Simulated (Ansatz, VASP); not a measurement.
Two plane-wave programs on C

```
C
1.0
     0.00000    1.82332    1.61619
     1.82332    0.00000    1.61619
     1.82332    1.82332    0.00000
C
2
Direct
  0.50000 0.50000 0.50000
  0.75000 0.75000 0.75000
```

Alike in both runs: task single point; functional LDA; k mesh 12 × 12 × 12; occupations gaussian, width 0.05 eV; no spin polarisation.

|  | VASP | Ansatz |
| --- | --- | --- |
| version | VASP 6.6.1 | Ansatz 0.2.0 |
| potentials or method | VASP PAW LDA potentials, release 64 (C), cutoff 520 eV | scalar-relativistic, plane waves, PAW |
| valence electrons in the cell | 8 | 8 |

|  | VASP | Ansatz | Ansatz less VASP |
| --- | --- | --- | --- |
| gap on the k mesh at the Fermi level (eV) | 1.23 | 1.24 | +0.013 |
| least direct gap on the mesh (eV) | 3.74 | 3.74 | -0.002 |
| pressure (GPa) | 13.8 | 12.0 | -1.81 |
| traceless stress, the component that is largest in VASP (GPa) | 68.70 | 68.84 | +0.144 |

Ansatz warns that its potentials were made for another functional, while VASP's fit it. LDA's correlation is that of Perdew and Zunger in VASP and of Perdew and Wang (1992) in Ansatz.
